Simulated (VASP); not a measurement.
# TlBr: single point with PBE+D3(BJ)

The system is TlBr.

```xyz
2
Lattice="3.8988 0.0000 0.0000 0.0000 3.8988 0.0000 0.0000 0.0000 3.8988" Properties=species:S:1:pos:R:3 pbc="T T T"
Tl    0.0000    0.0000    0.0000
Br    1.9494    1.9494    1.9494
```

This cell differs from its parent crystal: volume scaled by 0.94.

```yaml
Program: VASP 6.6.1
Task: single point
Functional: PBE
Dispersion: D3(BJ)
Potentials_or_basis: VASP PAW PBE potentials, release 64 (Tl_d, Br)
Cutoff: 500 eV
k_mesh: 8 × 8 × 8
Occupations: gaussian, width 0.02 eV
Spin: no spin polarisation
Dipole_correction: no
Further_INCAR_settings: ALGO = Normal; EDIFF = 1e-06; NBANDS = 17
```

```json
{
  "Pressure": "1.5 GPa",
  "Band gap on the k mesh": "1.69 eV, direct",
  "Dispersion energy per atom": "-0.291 eV"
}
```

Levels at points of the mesh, in eV from the valence-band top:
| k point | band 6 | band 7 | band 8 | band 9 | band 10 | band 11 | band 12 | band 13 | band 14 | band 15 |
| --- | --- | --- | --- | --- | --- | --- | --- | --- | --- | --- |
| (0.00, 0.00, 0.00) | -10.05 | -4.81 | -1.60 | -1.60 | -1.60 | 6.82 | 6.82 | 7.43 | 7.43 | 7.43 |
| (0.50, 0.00, 0.00) | -10.04 | -5.95 | -1.02 | -1.02 | 0.00 | 1.69 | 5.73 | 5.73 | 7.75 | 10.47 |
| (0.50, 0.50, 0.00) | -9.98 | -3.89 | -3.39 | -3.39 | -0.94 | 4.92 | 4.92 | 7.56 | 7.64 | 10.48 |
| (0.50, 0.50, 0.50) | -9.98 | -2.75 | -2.25 | -2.25 | -2.25 | 1.87 | 1.87 | 1.87 | 13.18 | 13.18 |

Run time: 21 s on 1 thread of AMD EPYC 9R45 (Zen 5), with other jobs on the host, peak memory 0.15 GiB.

Caveat: spin-orbit coupling is left out, which moves the levels of the heavy elements. A k mesh can miss the band edges.
